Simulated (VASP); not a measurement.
The system is Li3TiO3.

```
CELL_PARAMETERS angstrom
4.10972 -0.00869 -0.00879
-0.00869 4.12230 0.09494
-0.00879 0.09494 4.24481
ATOMIC_POSITIONS crystal
Li 0.04108 0.50444 0.54957
Li 0.52018 0.98347 0.48922
Li 0.49580 0.48618 0.96736
Ti 0.99930 0.02205 0.97375
O 0.46861 0.00280 0.01864
O 0.99866 0.46039 0.99888
O 0.97637 0.04067 0.50259
```

- Program: VASP 6.6.1
- Task: relaxation of cell and atoms
- Functional: PBE
- Potentials or basis: VASP PAW PBE potentials, release 64 (Li_sv, Ti_sv, O)
- Cutoff: 600 eV
- k mesh: 6 × 6 × 6
- Occupations: gaussian, width 0.2 eV
- Spin: no spin polarisation

At the start: pressure -2.1 GPa; volume 10.27 Å³/atom.

Question: Where does the relaxation end?

Answer: Over 15 steps the energy falls by 134.4 meV/atom and the volume is 9.53 Å³/atom (-7.2 %); space group P1 (No. 1, to 0.1 Å) before, Pm-3m (No. 221, to 0.1 Å).

The path:
| step | energy change (eV) | largest force (eV/Å) | pressure (GPa) | volume (Å³) |
| --- | --- | --- | --- | --- |
| 1 | 0.0000 | 2.6958 | -2.07 | 71.88 |
| 2 | -0.5800 | 0.8658 | -4.81 | 70.49 |
| 3 | -0.6319 | 1.6390 | -0.89 | 68.76 |
| 4 | -0.6975 | 0.7450 | -3.69 | 69.55 |
| 5 | -0.8369 | 0.7446 | 0.53 | 66.72 |
| 6 | -0.8523 | 0.8162 | 2.93 | 65.47 |
| 7 | -0.9184 | 0.3916 | 1.03 | 66.17 |
| 8 | -0.9188 | 0.4264 | 0.93 | 66.23 |
| 9 | -0.9325 | 0.1570 | -0.58 | 66.96 |
| 10 | -0.9328 | 0.1499 | -0.82 | 67.09 |
| 11 | -0.9377 | 0.1067 | -0.05 | 66.68 |
| 12 | -0.9385 | 0.1361 | 0.46 | 66.43 |
| 13 | -0.9408 | 0.0302 | 0.16 | 66.57 |
| 14 | -0.9409 | 0.0362 | 0.09 | 66.61 |
| 15 | -0.9411 | 0.0084 | -0.09 | 66.70 |

Final structure:
```
CELL_PARAMETERS angstrom
4.05502 -0.00051 -0.00001
-0.00001 4.05586 0.00026
0.00023 0.00253 4.05563
ATOMIC_POSITIONS crystal
Li 0.00042 0.50030 0.50024
Li 0.50007 0.99987 0.49980
Li 0.49981 0.49997 0.99981
Ti 0.99991 0.00010 0.00005
O 0.49987 0.99978 0.99995
O 0.00018 0.49992 0.00006
O 0.99974 0.00004 0.50009
```

Caveat: the cutoff is under 1.25 times the usual one of these potentials, so pressure, stress and relaxed cells hold a basis-set (Pulay) error; an odd number of electrons without spin polarisation forces a metal; a magnetic or distorted state may lie lower.
